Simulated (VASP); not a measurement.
# LiCl (Fm-3m) in VASP: notebook

LiCl is run at these levels: PBE, PBEsol, LDA; tasks: relaxation of cell and atoms.

Everything below comes from runs of VASP 6.6.1. Logs are shortened: lines on timing, memory, paths and dates and some standing lists are left out, and cuts for length are marked.

## (1) The cell of the first run

Symmetry: Fm-3m, No. 225, cubic system. Conventional cell: a = 5.130 Å, b = 5.130 Å, c = 5.130 Å, α = 90.00°, β = 90.00°, γ = 90.00°. Within 3.4 Å of Li (site symmetry m-3m) lie 6 Cl at 2.56 Å. Cl (site symmetry m-3m) has 6 Li at 2.56 Å within 3.4 Å.

## (2) Relaxation of cell and atoms, PBE

File INCAR:

```
PREC = Accurate ; ENCUT = 600
EDIFF = 1E-6 ; ISMEAR = -1
SIGMA = 0.02 ; LREAL = False
LASPH = True ; NELM = 100
ALGO = Normal ; ISIF = 3
LWAVE = False ; LCHARG = False
GGA = PE ; IBRION = 2
NSW = 80 ; EDIFFG = -0.005
```

File KPOINTS:

```
regular mesh
0
Gamma
  8 8 8
```

File POSCAR:

```
LiCl
1.0
    0.0000000000      2.5647700000      2.5647700000
    2.5647700000      0.0000000000      2.5647700000
    2.5647700000      2.5647700000      0.0000000000
Li Cl
1 1
Direct
    0.0000000000      0.0000000000      0.0000000000
    0.5000000000      0.5000000000      0.5000000000
```

Potentials or basis: VASP PAW PBE potentials, release 64 (Li_sv, Cl).

Started as:

```sh
> cat potpaw_PBE.64/Li_sv/POTCAR potpaw_PBE.64/Cl/POTCAR > POTCAR
> mpirun -np 1 vasp_std > vasp.out
```

OUTCAR:

```text
PREC = Accurate
   ENCUT = 600
   EDIFF = 1E-6
   ISMEAR = -1
   LREAL = False
   LASPH = True
   NELM = 100
   ISIF = 3
   GGA = PE
   IBRION = 2
   NSW = 80
   EDIFFG = -0.005

 ion  position               nearest neighbor table
   1  0.000  0.000  0.000-   2 2.56   2 2.56   2 2.56   2 2.56   2 2.56   2 2.56
   2  0.500  0.500  0.500-   1 2.56   1 2.56   1 2.56   1 2.56   1 2.56   1 2.56

  LATTYP: Found a face centered cubic cell.
 ALAT       =     5.1295400000

  Lattice vectors:

 A1 = (   0.0000000000,   2.5647700000,   2.5647700000)
 A2 = (   2.5647700000,   0.0000000000,   2.5647700000)
 A3 = (   2.5647700000,   2.5647700000,   0.0000000000)

Analysis of symmetry for initial positions (statically):
=====================================================================
 Subroutine PRICEL returns:
 Original cell was already a primitive cell.

 Routine SETGRP: Setting up the symmetry group for a
 face centered cubic supercell.

 Subroutine GETGRP returns: Found 48 space group operations
 (whereof 48 operations were pure point group operations)
 out of a pool of 48 trial point group operations.

The static configuration has the point symmetry O_h .

Analysis of symmetry for dynamics (positions and initial velocities):
=====================================================================
 Subroutine PRICEL returns:
 Original cell was already a primitive cell.

 Routine SETGRP: Setting up the symmetry group for a
 face centered cubic supercell.

 Subroutine GETGRP returns: Found 48 space group operations
 (whereof 48 operations were pure point group operations)
 out of a pool of 48 trial point group operations.

The dynamic configuration has the point symmetry O_h .

 Subroutine INISYM returns: Found 48 space group operations
 (whereof 48 operations are pure point group operations),
 and found     1 'primitive' translations

----------------------------------------------------------------------------------------

                                     Primitive cell

  volume of cell :      33.7423

  direct lattice vectors                    reciprocal lattice vectors
     0.000000000  2.564770000  2.564770000    -0.194949255  0.194949255  0.194949255
     2.564770000  0.000000000  2.564770000     0.194949255 -0.194949255  0.194949255
     2.564770000  2.564770000  0.000000000     0.194949255  0.194949255 -0.194949255

  length of vectors
     3.627132518  3.627132518  3.627132518     0.337662014  0.337662014  0.337662014

  position of ions in fractional coordinates (direct lattice)
     0.000000000  0.000000000  0.000000000
     0.500000000  0.500000000  0.500000000

  ion indices of the primitive-cell ions
   primitive index   ion index
                 1           1
                 2           2

----------------------------------------------------------------------------------------

 KPOINTS: regular mesh

Automatic generation of k-mesh.
 Grid dimensions read from file:
 generate k-points for:    8    8    8

 Generating k-lattice:

  Cartesian coordinates                     Fractional coordinates (reciprocal lattice)
    -0.024368657  0.024368657  0.024368657     0.125000000  0.000000000  0.000000000
     0.024368657 -0.024368657  0.024368657     0.000000000  0.125000000  0.000000000
     0.024368657  0.024368657 -0.024368657     0.000000000  0.000000000  0.125000000

  Length of vectors
     0.042207752  0.042207752  0.042207752

  Shift w.r.t. Gamma in fractional coordinates (k-lattice)
     0.000000000  0.000000000  0.000000000

 Subroutine IBZKPT returns following result:
 ===========================================

 Found     29 irreducible k-points:

 Following reciprocal coordinates:
            Coordinates               Weight
  0.000000  0.000000  0.000000      1.000000
  0.125000  0.000000  0.000000      8.000000
  0.250000  0.000000  0.000000      8.000000
  0.375000  0.000000  0.000000      8.000000
  0.500000  0.000000  0.000000      4.000000
  0.125000  0.125000  0.000000      6.000000
[... 16 lines left out ...]
  0.500000  0.250000  0.125000     48.000000
 -0.375000  0.250000  0.125000     24.000000
 [... further k-points ...]
   k-points           NKPTS =     29   k-points in BZ     NKDIM =     29   number of bands    NBANDS=      9
   number of dos      NEDOS =    301   number of ions     NIONS =      2
   total plane-waves  NPLWV =  27000
   dimension x,y,z NGX =    30 NGY =   30 NGZ =   30
   dimension x,y,z NGXF=    60 NGYF=   60 NGZF=   60
   ions per type =               1   1
   NGX,Y,Z   is equivalent  to a cutoff of  13.75, 13.75, 13.75 a.u.
   NGXF,Y,Z  is equivalent  to a cutoff of  27.50, 27.50, 27.50 a.u.
 SYSTEM =  unknown system
   PREC   = accura    normal or accurate (medium, high low for compatibility)
   ISTART =      0    job   : 0-new  1-cont  2-samecut
   ICHARG =      2    charge: 1-file 2-atom 10-const
   ISPIN  =      1    spin polarized calculation?
   LNONCOLLINEAR =      F non collinear calculations
   LSORBIT =      F    spin-orbit coupling
   LASPH  =      T    aspherical Exc in radial PAW
   ENCUT  =  600.0 eV  44.10 Ry    6.64 a.u.   7.24  7.24  7.24*2*pi/ulx,y,z
   NELM   =    100;   NELMIN=  2; NELMDL= -5     # of ELM steps
   EDIFF  = 0.1E-05   stopping-criterion for ELM
   LREAL  =      F    real-space projection
   EDIFFG = -.5E-02   stopping-criterion for IOM
   NSW    =     80    number of steps for IOM
   IBRION =      2    ionic relax: 0-MD 1-quasi-New 2-CG
   NFREE  =      1    steps in history (QN), initial steepest desc. (CG)
   ISIF   =      3    stress and relaxation
   ISYM   =      2    0-nonsym 1-usesym 2-fastsym
   POTIM  = 0.5000    time-step for ionic-motion
   TEBEG  =    0.0;   TEEND  =   0.0 temperature during run
   PSTRESS=    0.0 pullay stress
   NELECT =      10.0000    total number of electrons
   NUPDOWN=      -1.0000    fix difference up-down
   EMIN   =  10.00;   EMAX   =-10.00  energy-range for DOS
   EFERMI =   0.00;   METHOD = LEGACY
   ISMEAR =    -1;   SIGMA  =   0.02  broadening in eV -4-tet -1-fermi 0-gaus
   EFERMI_NEDOS =   21; number of points for ismear=-14 and -15
   IALGO  =     38    algorithm
   IMIX   =      4    mixing-type and parameters
     AMIX     =   0.40;   BMIX     =  1.00
     AMIX_MAG =   1.60;   BMIX_MAG =  1.00
  volume/ion in A,a.u.               =      16.87       113.85
  Fermi-wavevector in a.u.,A,eV,Ry     =   1.091482  2.062601 16.209056  1.191332
  Thomas-Fermi vector in A             =   2.227728
   LORBIT       =      0    0 simple, 1 ext, 2 COOP (PROOUT), +10 PAW based schemes
   GGA     = PE    functional components
   LHFCALC =     F    Hartree Fock is set to
   AEXX    =    0.0000 exact exchange contribution
   IVDW    =     0    specifies the selected vdW correction
   LEPSILON=     F    determine dielectric tensor
   LRPA    =     F    only Hartree local field effects (RPA)
 conjugate gradient relaxation of ions
 non-spin polarized calculation
  energy-cutoff  :      600.00
  volume of cell :       33.74
 maximum number of plane-waves:      1158
 NGX is ok and might be reduce to    30
   NGX = 15   NGY = 15   NGZ = 15

--------------------------------------- Ionic step        1  -------------------------------------------

 number of electron      10.0000004 magnetization

 Free energy of the ion-electron system (eV)
  ---------------------------------------------------
  ext. energy  EPLUGINS =         0.00000000
  ---------------------------------------------------
  free energy    TOTEN  =        -7.38545940 eV

  energy without entropy =       -7.38545940  energy(sigma->0) =       -7.38545940

 E-fermi :   1.1076     XC(G=0):  -8.7307

 val. band max:        0.5788368051   @ k =   0.0000   0.0000   0.0000
 cond. band min:       6.9190553734   @ k =   0.0000   0.0000   0.0000
 fundamental gap:      6.3402185682
 Fermi energy:         1.1075500186

 k-point     1 :       0.0000    0.0000    0.0000
  band No.  band energies     occupation
      1     -42.9421      2.00000
      2     -12.8173      2.00000
      3       0.5788      2.00000
      4       0.5788      2.00000
      5       0.5788      2.00000
      6       6.9191      0.00000
      7      12.5178      0.00000
      8      12.5178      0.00000
      9      12.5178      0.00000

 k-point     2 :       0.1250    0.0000    0.0000
  band No.  band energies     occupation
      1     -42.9417      2.00000
      2     -12.7418      2.00000
      3       0.0534      2.00000
      4       0.5378      2.00000
      5       0.5378      2.00000
      6       7.3795      0.00000
      7      11.7339      0.00000
      8      12.4172      0.00000
      9      12.4172      0.00000
[... 322 lines left out ...]
 POSITION                                       TOTAL-FORCE (eV/Angst)
 -----------------------------------------------------------------------------------
      2.56881      2.56881      0.00000        -0.000000     -0.000000      0.000000
      2.56881      2.56881      2.56881         0.000000      0.000000     -0.000000
 -----------------------------------------------------------------------------------
    total drift:                                0.000000     -0.000000      0.000000

  FREE ENERGIE OF THE ION-ELECTRON SYSTEM (eV)
  ---------------------------------------------------
  free  energy   TOTEN  =        -7.3856740533 eV

  energy  without entropy=       -7.3856740533  energy(sigma->0) =       -7.38567405

--------------------------------------- Ionic step        3  -------------------------------------------

 number of electron      10.0000006 magnetization

 Free energy of the ion-electron system (eV)
  ---------------------------------------------------
  ext. energy  EPLUGINS =         0.00000000
  ---------------------------------------------------
  free energy    TOTEN  =        -7.38573560 eV

  energy without entropy =       -7.38573560  energy(sigma->0) =       -7.38573560

 E-fermi :   0.9917     XC(G=0):  -8.6942

 val. band max:        0.5162539578   @ k =   0.0000   0.0000   0.0000
 cond. band min:       6.8082197178   @ k =   0.0000   0.0000   0.0000
 fundamental gap:      6.2919657600
 Fermi energy:         0.9916627089

 k-point     1 :       0.0000    0.0000    0.0000
  band No.  band energies     occupation
      1     -43.0194      2.00000
      2     -12.8505      2.00000
      3       0.5163      2.00000
      4       0.5163      2.00000
      5       0.5163      2.00000
      6       6.8082      0.00000
      7      12.4476      0.00000
      8      12.4476      0.00000
      9      12.4476      0.00000

 k-point     2 :       0.1250    0.0000    0.0000
  band No.  band energies     occupation
      1     -43.0190      2.00000
      2     -12.7763      2.00000
      3      -0.0032      2.00000
      4       0.4759      2.00000
      5       0.4759      2.00000
      6       7.2683      0.00000
      7      11.6594      0.00000
      8      12.3411      0.00000
      9      12.3411      0.00000
[... 286 lines left out ...]
 POSITION                                       TOTAL-FORCE (eV/Angst)
 -----------------------------------------------------------------------------------
      0.00000      0.00000      0.00000         0.000000      0.000000      0.000000
      2.57200      2.57200      2.57200        -0.000000     -0.000000     -0.000000
 -----------------------------------------------------------------------------------
    total drift:                               -0.000000     -0.000000      0.000000

  FREE ENERGIE OF THE ION-ELECTRON SYSTEM (eV)
  ---------------------------------------------------
  free  energy   TOTEN  =        -7.3857356002 eV

  energy  without entropy=       -7.3857356002  energy(sigma->0) =       -7.38573560

 reached required accuracy - stopping structural energy minimisation
```

Wall time 12 s (1 thread of AMD EPYC 9R45 (Zen 5), shared host); peak memory 0.13 GiB.

What came out:

- Free energy: -7.3857 eV
- Relaxed volume: 17.01 Å³/atom
- Relaxed cell: a = 3.637 Å, b = 3.637 Å, c = 3.637 Å, α = 60.00°, β = 60.00°, γ = 60.00°
- Space group after relaxing (to 0.05 Å): Fm-3m (No. 225)
- Energy gained by relaxing: 0.1 meV/atom
- Ionic steps: 3
- Pressure after relaxing: 0.0 GPa
- Band gap on the k mesh: 6.29 eV, direct

The path:
| step | energy change (eV) | largest force (eV/Å) | pressure (GPa) | volume (Å³) |
| --- | --- | --- | --- | --- |
| 1 | 0.0000 | 0.0000 | 0.31 | 33.74 |
| 2 | -0.0002 | 0.0000 | 0.14 | 33.90 |
| 3 | -0.0003 | 0.0000 | 0.02 | 34.03 |

Final structure:
```cif
data_structure
_symmetry_space_group_name_H-M 'P 1'
_symmetry_Int_Tables_number 1
_cell_length_a 3.6374
_cell_length_b 3.6374
_cell_length_c 3.6374
_cell_angle_alpha 60.000
_cell_angle_beta 60.000
_cell_angle_gamma 60.000
_cell_volume 34.03
loop_
_atom_site_label
_atom_site_type_symbol
_atom_site_fract_x
_atom_site_fract_y
_atom_site_fract_z
_atom_site_occupancy
Li1 Li 0.00000 0.00000 0.00000 1
Cl1 Cl 0.50000 0.50000 0.50000 1
```

Caveat: the cutoff is under 1.25 times the usual one of these potentials, so pressure, stress and relaxed cells hold a basis-set (Pulay) error.

## (3) Relaxation of cell and atoms, PBEsol

This run uses another cell than the first one, of 17.08 Å³/atom, 1.012 times its volume.

File INCAR:

```
SYSTEM = LiCl
ALGO = Normal
EDIFF = 1E-6
EDIFFG = -0.005
ENCUT = 600
GGA = PS
IBRION = 2
ISIF = 3
ISMEAR = -1
LASPH = .TRUE.
LCHARG = .FALSE.
LREAL = .FALSE.
LWAVE = .FALSE.
NELM = 60
NSW = 80
PREC = Accurate
SIGMA = 0.02
```

File KPOINTS:

```
k-points
0
G
  8 8 8
  0 0 0
```

File POSCAR:

```
LiCl
1.0
    0.0000000000      2.5751358487      2.5751358487
    2.5751358487      0.0000000000      2.5751358487
    2.5751358487      2.5751358487      0.0000000000
Li Cl
1 1
Direct
    0.0000000000      0.0000000000      0.0000000000
    0.5000000000      0.5000000000      0.5000000000
```

Potentials or basis: VASP PAW PBE potentials, release 64 (Li_sv, Cl).

Started as:

```sh
> cat potpaw_PBE.64/Li_sv/POTCAR potpaw_PBE.64/Cl/POTCAR > POTCAR
> mpirun -np 1 vasp_std > vasp.out
```

Wall time 16 s (1 thread of AMD EPYC 9R45 (Zen 5), shared host); peak memory 0.14 GiB.

The run converged. Its results:

* Free energy: -7.6405 eV
* Relaxed volume: 16.21 Å³/atom
* Relaxed cell: a = 3.579 Å, b = 3.579 Å, c = 3.579 Å, α = 60.00°, β = 60.00°, γ = 60.00°
* Space group after relaxing (to 0.05 Å): Fm-3m (No. 225)
* Energy gained by relaxing: 4.7 meV/atom
* Ionic steps: 4
* Pressure after relaxing: 0.0 GPa
* Band gap on the k mesh: 6.37 eV, direct

The path:
```tsv
step	energy change (eV)	largest force (eV/Å)	pressure (GPa)	volume (Å³)
1	0.0000	0.0000	-1.64	34.15
2	-0.0069	0.0000	-0.90	33.29
3	-0.0094	0.0000	-0.09	32.50
4	-0.0095	0.0000	-0.04	32.41
```

Final structure:
```
Li Cl
1.0
     0.00000    2.53062    2.53062
     2.53062    0.00000    2.53062
     2.53062    2.53062    0.00000
Li Cl
1 1
Direct
  0.00000 0.00000 0.00000
  0.50000 0.50000 0.50000
```

Levels at points of the mesh, in eV from the valence-band top:
```tsv
k point	band 3	band 4	band 5	band 6	band 7	band 8
(0.00, 0.00, 0.00)	0.00	0.00	0.00	6.37	11.84	11.84
(0.50, 0.00, 0.00)	-3.04	-0.28	-0.28	6.60	9.41	9.41
(0.50, 0.50, 0.00)	-3.15	-1.20	-1.20	7.85	8.03	12.62
```

Caveat: the cutoff is under 1.25 times the usual one of these potentials, so pressure, stress and relaxed cells hold a basis-set (Pulay) error; the PAW data sets were made with another functional, which shifts forces and pressure a little. A k mesh can miss the band edges.

## (4) Relaxation of cell and atoms, LDA

This run uses another cell than the first one, of 17.08 Å³/atom, 1.012 times its volume.

File INCAR:

```
ALGO = Normal
EDIFF = 1E-6
EDIFFG = -0.005
ENCUT = 600
GGA = CA
IBRION = 2
ISIF = 3
ISMEAR = -1
LASPH = True
LCHARG = False
LREAL = False
LWAVE = False
NELM = 60
NSW = 80
PREC = Accurate
SIGMA = 0.02
```

File KPOINTS:

```
k-points
0
Gamma
  8 8 8
```

POSCAR is that of step 3.

Potentials or basis: VASP PAW LDA potentials, release 64 (Li_sv, Cl).

Started as:

```sh
> cat potpaw_LDA.64/Li_sv/POTCAR potpaw_LDA.64/Cl/POTCAR > POTCAR
> mpirun -np 1 vasp_std > vasp.out
```

Run time: 14 s. Hardware: 1 thread of AMD EPYC 9R45 (Zen 5), shared host; peak memory 0.12 GiB.

Results (log left out):

* Free energy: -8.0982 eV
* Relaxed volume: 15.25 Å³/atom
* Relaxed cell: a = 3.507 Å, b = 3.507 Å, c = 3.507 Å, α = 60.00°, β = 60.00°, γ = 60.00°
* Space group after relaxing (to 0.05 Å): Fm-3m (No. 225)
* Energy gained by relaxing: 22.6 meV/atom
* Ionic steps: 4
* Pressure after relaxing: 0.0 GPa
* Band gap on the k mesh: 6.52 eV, indirect (least direct gap 6.63 eV)

The path:
```csv
step,energy change (eV),largest force (eV/Å),pressure (GPa),volume (Å³)
1,0.0000,0.0000,-3.60,34.15
2,-0.0334,0.0000,-2.04,32.29
3,-0.0451,0.0000,-0.28,30.73
4,-0.0453,0.0000,0.02,30.50
```

Final structure:
```cif
data_structure
_symmetry_space_group_name_H-M 'P 1'
_symmetry_Int_Tables_number 1
_cell_length_a 3.5071
_cell_length_b 3.5071
_cell_length_c 3.5071
_cell_angle_alpha 60.000
_cell_angle_beta 60.000
_cell_angle_gamma 60.000
_cell_volume 30.50
loop_
_atom_site_label
_atom_site_type_symbol
_atom_site_fract_x
_atom_site_fract_y
_atom_site_fract_z
_atom_site_occupancy
Li1 Li 0.00000 0.00000 0.00000 1
Cl1 Cl 0.50000 0.50000 0.50000 1
```

Levels at points of the mesh, in eV from the valence-band top:
```
           k point  band 3  band 4  band 5  band 6  band 7  band 8
(0.00, 0.00, 0.00)    0.00    0.00    0.00    6.63   11.82   11.82
(0.50, 0.00, 0.00)   -3.33   -0.31   -0.31    6.52    9.24    9.24
(0.50, 0.50, 0.00)   -3.49   -1.35   -1.35    7.84    7.86   12.99
```

Caveat: the cutoff is under 1.25 times the usual one of these potentials, so pressure, stress and relaxed cells hold a basis-set (Pulay) error; the volume moved by -11 % from the deposited cell, more than functionals usually miss. LDA usually gives volumes a few per cent too small.

## (5) Summary

| level | potentials or basis | cell | gap on the mesh (eV) | pressure (GPa) | relaxed volume (Å³/atom) |
| --- | --- | --- | --- | --- | --- |
| PBE | VASP PAW PBE potentials, release 64 (Li_sv, Cl) | relaxed from a = 3.627 Å, angles 60.0°, 2 atoms | 6.29 | 0.0 | 17.01 |
| PBEsol | VASP PAW PBE potentials, release 64 (Li_sv, Cl) | relaxed from a = 3.642 Å, angles 60.0°, 2 atoms | 6.37 | 0.0 | 16.21 |
| LDA | VASP PAW LDA potentials, release 64 (Li_sv, Cl) | relaxed from a = 3.642 Å, angles 60.0°, 2 atoms | 6.52 | 0.0 | 15.25 |

Alike in all rows: task relaxation of cell and atoms; no spin polarisation; k mesh 8 × 8 × 8; cutoff (eV) 600; smearing fermi-dirac 0.02 eV.

Caveats: the cutoff is under 1.25 times the usual one of these potentials, so pressure, stress and relaxed cells hold a basis-set (Pulay) error; the PAW data sets were made with another functional, which shifts forces and pressure a little (some runs); the volume moved by -11 % from the deposited cell, more than functionals usually miss (some runs).

Total energies depend on the potentials used, so only differences within one code and one set of settings carry meaning.
